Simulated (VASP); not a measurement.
# SiGe4W (F-43m) in VASP: a series of runs

Runs on SiGe4W. Level: PBE. Tasks: single point, relaxation of cell and atoms.

Program: VASP 6.6.1. These are calculated values, not measurements. Logs are shortened: lines on timing, memory, paths and dates and some standing lists are left out, and cuts for length are marked.

### 1 The cell of the first run

It takes space group F-43m (No. 216, cubic). Conventional cell: a = 7.530 Å, b = 7.530 Å, c = 7.530 Å, α = 90.00°, β = 90.00°, γ = 90.00°. Si (site symmetry -43m) has 12 Ge at 3.12 Å and 4 W at 3.26 Å within 4.1 Å. Within 3.5 Å of Ge (site symmetry 3m) lie 6 Ge at 2.64 to 2.69 Å and 3 W at 3.12 Å and 3 Si at 3.12 Å. Within 4.1 Å of W (site symmetry -43m) lie 12 Ge at 3.12 Å and 4 Si at 3.26 Å.

### 2 Single point, PBE

File INCAR:

```
ALGO = Normal ; EDIFF = 1E-6
ENCUT = 520 ; GGA = PE
ISIF = 2 ; ISMEAR = 0
LASPH = True ; LCHARG = False
LREAL = False ; LWAVE = False
NBANDS = 46 ; NELM = 80
PREC = Accurate ; SIGMA = 0.1
```

File KPOINTS:

```
k-points
0
Gamma
  4 4 4
```

File POSCAR:

```
SiGe4W
1.0
    0.0000000000      3.7647717272      3.7647717272
    3.7647717272      0.0000000000      3.7647717272
    3.7647717272      3.7647717272      0.0000000000
Si Ge W
1 4 1
Direct
    0.0000000000      0.0000000000      0.0000000000
    0.8717379754      0.3760873415      0.3760873415
    0.3760873415      0.3760873415      0.3760873415
    0.3760873415      0.8717379754      0.3760873415
    0.3760873415      0.3760873415      0.8717379754
    0.7500000000      0.7500000000      0.7500000000
```

Potentials or basis: VASP PAW PBE potentials, release 64 (Si, Ge_d, W_sv).

Started as:

```sh
$ cat potpaw_PBE.64/Si/POTCAR potpaw_PBE.64/Ge_d/POTCAR potpaw_PBE.64/W_sv/POTCAR > POTCAR
$ mpirun -np 1 vasp_std > vasp.out
```

OUTCAR:

```text
EDIFF = 1E-6
   ENCUT = 520
   GGA = PE
   ISIF = 2
   ISMEAR = 0
   LASPH = True
   LREAL = False
   NELM = 80
   PREC = Accurate

 ion  position               nearest neighbor table
   1  0.000  0.000  0.000-   6 3.26   6 3.26   6 3.26   6 3.26
   2  0.872  0.376  0.376-   3 2.64   4 2.64   5 2.64   3 2.69   5 2.69   4 2.69   6 3.12   6 3.12
                             6 3.12
   3  0.376  0.376  0.376-   2 2.64   4 2.64   5 2.64   5 2.69   4 2.69   2 2.69   6 3.12   6 3.12
                             6 3.12
   4  0.376  0.872  0.376-   2 2.64   3 2.64   5 2.64   5 2.69   3 2.69   2 2.69   6 3.12   6 3.12
                             6 3.12
   5  0.376  0.376  0.872-   2 2.64   3 2.64   4 2.64   3 2.69   4 2.69   2 2.69   6 3.12   6 3.12
                             6 3.12
   6  0.750  0.750  0.750-   4 3.12   5 3.12   2 3.12   5 3.12   2 3.12   4 3.12   3 3.12   3 3.12
                             3 3.12   2 3.12   4 3.12   5 3.12   1 3.26   1 3.26   1 3.26   1 3.26

  LATTYP: Found a face centered cubic cell.
 ALAT       =     7.5295434544

  Lattice vectors:

 A1 = (   0.0000000000,   3.7647717272,   3.7647717272)
 A2 = (   3.7647717272,   0.0000000000,   3.7647717272)
 A3 = (   3.7647717272,   3.7647717272,   0.0000000000)

Analysis of symmetry for initial positions (statically):
=====================================================================
 Subroutine PRICEL returns:
 Original cell was already a primitive cell.

 Routine SETGRP: Setting up the symmetry group for a
 face centered cubic supercell.

 Subroutine GETGRP returns: Found 24 space group operations
 (whereof 24 operations were pure point group operations)
 out of a pool of 48 trial point group operations.

The static configuration has the point symmetry T_d .

Analysis of symmetry for dynamics (positions and initial velocities):
=====================================================================
 Subroutine PRICEL returns:
 Original cell was already a primitive cell.

 Routine SETGRP: Setting up the symmetry group for a
 face centered cubic supercell.

 Subroutine GETGRP returns: Found 24 space group operations
 (whereof 24 operations were pure point group operations)
 out of a pool of 48 trial point group operations.

The dynamic configuration has the point symmetry T_d .

 Subroutine INISYM returns: Found 24 space group operations
 (whereof 24 operations are pure point group operations),
 and found     1 'primitive' translations

----------------------------------------------------------------------------------------

                                     Primitive cell

  volume of cell :     106.7200

  direct lattice vectors                    reciprocal lattice vectors
     0.000000000  3.764771727  3.764771727    -0.132810177  0.132810177  0.132810177
     3.764771727  0.000000000  3.764771727     0.132810177 -0.132810177  0.132810177
     3.764771727  3.764771727  0.000000000     0.132810177  0.132810177 -0.132810177

  length of vectors
     5.324191236  5.324191236  5.324191236     0.230033975  0.230033975  0.230033975

  position of ions in fractional coordinates (direct lattice)
     0.000000000  0.000000000  0.000000000
     0.871737975  0.376087342  0.376087342
     0.376087342  0.376087342  0.376087342
     0.376087342  0.871737975  0.376087342
     0.376087342  0.376087342  0.871737975
     0.750000000  0.750000000  0.750000000

  ion indices of the primitive-cell ions
   primitive index   ion index
                 1           1
                 2           2
                 3           3
                 4           4
                 5           5
                 6           6

----------------------------------------------------------------------------------------

 KPOINTS: k-points

Automatic generation of k-mesh.
 Grid dimensions read from file:
 generate k-points for:    4    4    4

 Generating k-lattice:

  Cartesian coordinates                     Fractional coordinates (reciprocal lattice)
    -0.033202544  0.033202544  0.033202544     0.250000000  0.000000000  0.000000000
     0.033202544 -0.033202544  0.033202544     0.000000000  0.250000000  0.000000000
     0.033202544  0.033202544 -0.033202544     0.000000000  0.000000000  0.250000000

  Length of vectors
     0.057508494  0.057508494  0.057508494

  Shift w.r.t. Gamma in fractional coordinates (k-lattice)
     0.000000000  0.000000000  0.000000000

 Subroutine IBZKPT returns following result:
 ===========================================

 Found      8 irreducible k-points:

 Following reciprocal coordinates:
            Coordinates               Weight
  0.000000  0.000000  0.000000      1.000000
  0.250000  0.000000  0.000000      8.000000
  0.500000  0.000000  0.000000      4.000000
  0.250000  0.250000  0.000000      6.000000
  0.500000  0.250000  0.000000     24.000000
 -0.250000  0.250000  0.000000     12.000000
  0.500000  0.500000  0.000000      3.000000
 -0.250000  0.500000  0.250000      6.000000
   k-points           NKPTS =      8   k-points in BZ     NKDIM =      8   number of bands    NBANDS=     46
   number of dos      NEDOS =    301   number of ions     NIONS =      6
   total plane-waves  NPLWV =  64000
   dimension x,y,z NGX =    40 NGY =   40 NGZ =   40
   dimension x,y,z NGXF=    80 NGYF=   80 NGZF=   80
   ions per type =               1   4   1
   NGX,Y,Z   is equivalent  to a cutoff of  12.49, 12.49, 12.49 a.u.
   NGXF,Y,Z  is equivalent  to a cutoff of  24.98, 24.98, 24.98 a.u.
 SYSTEM =  unknown system
   PREC   = accura    normal or accurate (medium, high low for compatibility)
   ISTART =      0    job   : 0-new  1-cont  2-samecut
   ICHARG =      2    charge: 1-file 2-atom 10-const
   ISPIN  =      1    spin polarized calculation?
   LNONCOLLINEAR =      F non collinear calculations
   LSORBIT =      F    spin-orbit coupling
   LASPH  =      T    aspherical Exc in radial PAW
   ENCUT  =  520.0 eV  38.22 Ry    6.18 a.u.   9.90  9.90  9.90*2*pi/ulx,y,z
   NELM   =     80;   NELMIN=  2; NELMDL= -5     # of ELM steps
   EDIFF  = 0.1E-05   stopping-criterion for ELM
   LREAL  =      F    real-space projection
   EDIFFG = 0.1E-04   stopping-criterion for IOM
   NSW    =      0    number of steps for IOM
   IBRION =     -1    ionic relax: 0-MD 1-quasi-New 2-CG
   NFREE  =      0    steps in history (QN), initial steepest desc. (CG)
   ISIF   =      2    stress and relaxation
   ISYM   =      2    0-nonsym 1-usesym 2-fastsym
   POTIM  = 0.5000    time-step for ionic-motion
   TEBEG  =    0.0;   TEEND  =   0.0 temperature during run
   PSTRESS=    0.0 pullay stress
   NELECT =      74.0000    total number of electrons
   NUPDOWN=      -1.0000    fix difference up-down
   EMIN   =  10.00;   EMAX   =-10.00  energy-range for DOS
   EFERMI =   0.00;   METHOD = LEGACY
   ISMEAR =     0;   SIGMA  =   0.10  broadening in eV -4-tet -1-fermi 0-gaus
   EFERMI_NEDOS =   21; number of points for ismear=-14 and -15
   IALGO  =     38    algorithm
   IMIX   =      4    mixing-type and parameters
     AMIX     =   0.40;   BMIX     =  1.00
     AMIX_MAG =   1.60;   BMIX_MAG =  1.00
  volume/ion in A,a.u.               =      17.79       120.03
  Fermi-wavevector in a.u.,A,eV,Ry     =   1.449006  2.738224 28.567030  2.099617
  Thomas-Fermi vector in A             =   2.566782
   LORBIT       =      0    0 simple, 1 ext, 2 COOP (PROOUT), +10 PAW based schemes
   GGA     = PE    functional components
   LHFCALC =     F    Hartree Fock is set to
   AEXX    =    0.0000 exact exchange contribution
   IVDW    =     0    specifies the selected vdW correction
   LEPSILON=     F    determine dielectric tensor
   LRPA    =     F    only Hartree local field effects (RPA)
 non-spin polarized calculation
 Gauss-broadening in eV      SIGMA  =   0.10
  energy-cutoff  :      520.00
  volume of cell :      106.72
 maximum number of plane-waves:      2884
   NGX = 19   NGY = 19   NGZ = 19

 number of electron      74.0000035 magnetization

 Free energy of the ion-electron system (eV)
  ---------------------------------------------------
  ext. energy  EPLUGINS =         0.00000000
  ---------------------------------------------------
  free energy    TOTEN  =       -31.03187045 eV

  energy without entropy =      -31.01411606  energy(sigma->0) =      -31.02299325

 E-fermi :   7.9792     XC(G=0): -11.6229

 val. band max:        7.9011925224   @ k =   0.5000   0.0000   0.0000
 cond. band min:       8.0191264448   @ k =  -0.2500   0.2500   0.0000
 fundamental gap:      0.1179339224
 Fermi energy:         7.9791817891

 k-point     1 :       0.0000    0.0000    0.0000
  band No.  band energies     occupation
      1     -66.6007      2.00000
      2     -30.7251      2.00000
      3     -30.7251      2.00000
      4     -30.7251      2.00000
      5     -17.0655      2.00000
      6     -16.9781      2.00000
[... 38 lines left out ...]
     45      14.8330      0.00000
     46      14.8360      0.00000

 k-point     2 :       0.2500    0.0000    0.0000
  band No.  band energies     occupation
      1     -66.6007      2.00000
      2     -30.7254      2.00000
      3     -30.7251      2.00000
      4     -30.7251      2.00000
      5     -17.0391      2.00000
      6     -16.9704      2.00000
[... 38 lines left out ...]
     45      12.3813      0.00000
     46      12.3822      0.00000

 k-point     3 :       0.5000    0.0000    0.0000
  band No.  band energies     occupation
      1     -66.6007      2.00000
      2     -30.7257      2.00000
      3     -30.7252      2.00000
      4     -30.7252      2.00000
      5     -17.0163      2.00000
      6     -16.9669      2.00000
[... 234 lines left out ...]
     45      12.1731      0.00000
     46      12.4883      0.00000

 k-point     8 :      -0.2500    0.5000    0.2500
  band No.  band energies     occupation
      1     -66.6007      2.00000
      2     -30.7255      2.00000
      3     -30.7255      2.00000
      4     -30.7253      2.00000
      5     -16.9517      2.00000
      6     -16.9490      2.00000
[... 38 lines left out ...]
     45      11.5386      0.00000
     46      12.3872      0.00000

------------------------ aborting loop because EDIFF is reached ----------------------------------------

  FORCE on cell =-STRESS in cart. coord.  units (eV):
  Direction    XX          YY          ZZ          XY          YZ          ZX
  --------------------------------------------------------------------------------------
  -------------------------------------------------------------------------------------
  Total       -0.1679578     -0.1679578     -0.1679578      0.0000000      0.0000000      0.0000000
  in kB       -2.5215339     -2.5215339     -2.5215339      0.0000000      0.0000000      0.0000000
  external PRESSURE =      -2.5215339 kB  Pullay stress =       0.0000000 kB

 VOLUME and BASIS-vectors are now :
 -----------------------------------------------------------------------------
  energy-cutoff  :      520.00
  volume of cell :      106.72
      direct lattice vectors                 reciprocal lattice vectors
     0.000000000  3.764771727  3.764771727    -0.132810177  0.132810177  0.132810177
     3.764771727  0.000000000  3.764771727     0.132810177 -0.132810177  0.132810177
     3.764771727  3.764771727  0.000000000     0.132810177  0.132810177 -0.132810177

 POSITION                                       TOTAL-FORCE (eV/Angst)
 -----------------------------------------------------------------------------------
      0.00000      0.00000      0.00000        -0.000000     -0.000000     -0.000000
      2.83177      4.69778      4.69778         0.002101     -0.002101     -0.002101
      2.83177      2.83177      2.83177         0.002101      0.002101      0.002101
      4.69778      2.83177      4.69778        -0.002101      0.002101     -0.002101
      4.69778      4.69778      2.83177        -0.002101     -0.002101      0.002101
      5.64716      5.64716      5.64716        -0.000000     -0.000000     -0.000000
 -----------------------------------------------------------------------------------
    total drift:                                0.000002      0.000002      0.000002

  FREE ENERGIE OF THE ION-ELECTRON SYSTEM (eV)
  ---------------------------------------------------
  free  energy   TOTEN  =       -31.0318704483 eV

  energy  without entropy=      -31.0141160599  energy(sigma->0) =      -31.02299325
```

It took 44 s on 1 thread of Intel Xeon Platinum 8488C (Sapphire Rapids), shared host; peak memory 0.25 GiB.

What came out:

- Free energy: -31.0319 eV
- Pressure: -0.3 GPa
- Largest force: 0.004 eV/Å
- Band gap on the k mesh: zero (band 37 reaches 8.02 eV, above the bottom of band 38 at 7.43 eV)

Forces on the atoms (eV/Å):
```
Si   0.000  0.000  0.000
Ge   0.002 -0.002 -0.002
Ge   0.002  0.002  0.002
Ge  -0.002  0.002 -0.002
Ge  -0.002 -0.002  0.002
W    0.000  0.000  0.000
```

Levels at points of the mesh, in eV from the Fermi level:
```
           k point  band 34  band 35  band 36  band 37  band 38  band 39  band 40  band 41
(0.00, 0.00, 0.00)    -3.42    -3.42    -0.40    -0.40    -0.40     0.93     1.40     1.40
(0.50, 0.00, 0.00)    -2.11    -0.71    -0.08    -0.08     0.05     0.94     0.94     0.95
(0.50, 0.50, 0.00)    -1.42    -1.00    -0.11    -0.11     0.21     0.40     1.09     1.09
```

Caveat: the k points lie up to 0.36 Å⁻¹ apart; spin-orbit coupling is left out, which moves the levels of the heavy elements.

### 3 Single point, PBE

This run uses another cell than the first one, of 19.07 Å³/atom, 1.072 times its volume.

File INCAR:

```
SYSTEM = SiGe4W
ALGO     = Normal         ! electronic algorithm
EDIFF    = 1E-7           ! SCF threshold, eV
ENCUT    = 520            ! plane-wave cutoff, eV
GGA      = PE             ! functional
ISIF     = 2              ! what is computed and relaxed
ISMEAR   = 0              ! smearing method
LASPH    = .TRUE.         ! aspherical terms in the spheres
LCHARG   = .FALSE.        ! write CHGCAR
LREAL    = .FALSE.        ! projectors in reciprocal space
LWAVE    = .FALSE.        ! write WAVECAR
NBANDS   = 46             ! bands
NELM     = 100            ! most SCF steps
PREC     = Accurate       ! precision mode
SIGMA    = 0.1            ! smearing width, eV
```

File KPOINTS:

```
k-points
0
G
  4 4 4
  0 0 0
```

File POSCAR:

```
SiGe4W
1.0
    0.0000000000      3.8534869000      3.8534869000
    3.8534869000      0.0000000000      3.8534869000
    3.8534869000      3.8534869000      0.0000000000
Si Ge W
1 4 1
Direct
    0.0000000000      0.0000000000      0.0000000000
    0.8738389600      0.3753870100      0.3753870100
    0.3753870100      0.3753870100      0.3753870100
    0.3753870100      0.8738389600      0.3753870100
    0.3753870100      0.3753870100      0.8738389600
    0.7500000000      0.7500000000      0.7500000000
```

Potentials or basis: VASP PAW PBE potentials, release 64 (Si, Ge_d, W_sv).

Started as:

```sh
$ cat potpaw_PBE.64/Si/POTCAR potpaw_PBE.64/Ge_d/POTCAR potpaw_PBE.64/W_sv/POTCAR > POTCAR
$ mpirun -np 1 vasp_std > vasp.out
```

It took 56 s on 1 thread of Intel Xeon Platinum 8488C (Sapphire Rapids), shared host; peak memory 0.27 GiB.

The run converged. Its results:

```
Free energy            : -30.8767 eV
Pressure               : -5.8 GPa
Largest force          : 0.296 eV/Å
Band gap on the k mesh : zero (band 37 reaches 7.16 eV, above the bottom of band 38 at 6.68 eV)
```

Forces on the atoms (eV/Å):
```
Si   0.000  0.000  0.000
Ge   0.171 -0.171 -0.171
Ge   0.171  0.171  0.171
Ge  -0.171  0.171 -0.171
Ge  -0.171 -0.171  0.171
W    0.000  0.000  0.000
```

Levels at points of the mesh, in eV from the Fermi level:
```tsv
k point	band 35	band 36	band 37	band 38	band 39	band 40
(0.00, 0.00, 0.00)	-3.05	-0.25	-0.25	-0.25	0.77	1.35
(0.50, 0.00, 0.00)	-0.73	-0.10	-0.10	0.19	0.82	0.96
(0.50, 0.50, 0.00)	-0.86	-0.22	-0.22	0.27	0.60	1.09
```

Caveat: spin-orbit coupling is left out, which moves the levels of the heavy elements.

[end of part 1 of 3]
